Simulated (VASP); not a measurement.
Set up this calculation in VASP 6.6.1, as the native input.

- Task: single point
- Functional: LDA
- Potentials or basis: VASP PAW LDA potentials, release 64 (Zn)
- Cutoff: 520 eV
- k mesh: 14 × 8 × 8
- Occupations: fermi-dirac, width 0.08 eV
- Spin: no spin polarisation
- Dipole correction: no
- Further INCAR settings: ALGO = Normal; EDIFF = 1e-06; NBANDS = 32

The structure of Zn lies in POSCAR:

```
Zn
1.0
   -1.2874463260      2.2299224487      0.0000000000
    0.0000000000      0.0000000000      4.7112279034
    3.8623389781      2.2299224487      0.0000000000
Zn
4
Direct
    0.5000000000      0.2500000000      0.1666666670
    0.0000000000      0.2500000000      0.6666666670
    0.0000000000      0.7500000000      0.3333333330
    0.5000000000      0.7500000000      0.8333333330
```

These files were run (other wordings do the same):

INCAR

```
ALGO     = Normal         # electronic algorithm
EDIFF    = 1E-6           # SCF threshold, eV
ENCUT    = 520            # plane-wave cutoff, eV
GGA      = CA             # functional
ISIF     = 2              # what is computed and relaxed
ISMEAR   = -1             # smearing method
LASPH    = T              # aspherical terms in the spheres
LCHARG   = F              # write CHGCAR
LREAL    = F              # projectors in reciprocal space
LWAVE    = F              # write WAVECAR
NBANDS   = 32             # bands
NELM     = 80             # most SCF steps
PREC     = Accurate       # precision mode
SIGMA    = 0.08           # smearing width, eV
```

KPOINTS

```
k-points
0
Gamma
  14 8 8
```

Potentials or basis: VASP PAW LDA potentials, release 64 (Zn).

The run is started by

```sh
$ cat potpaw_LDA.64/Zn/POTCAR > POTCAR
$ mpirun -np 1 vasp_std > vasp.out
```

Results of the run:

The pressure is 0.8 GPa. The band gap on the k mesh is zero (band 24 reaches 5.27 eV, above the bottom of band 25 at 1.45 eV).

Run time: 4.4 min on 1 thread of Oxide Virtual Turin-like Processor, with other jobs on the host, peak memory 0.29 GiB.
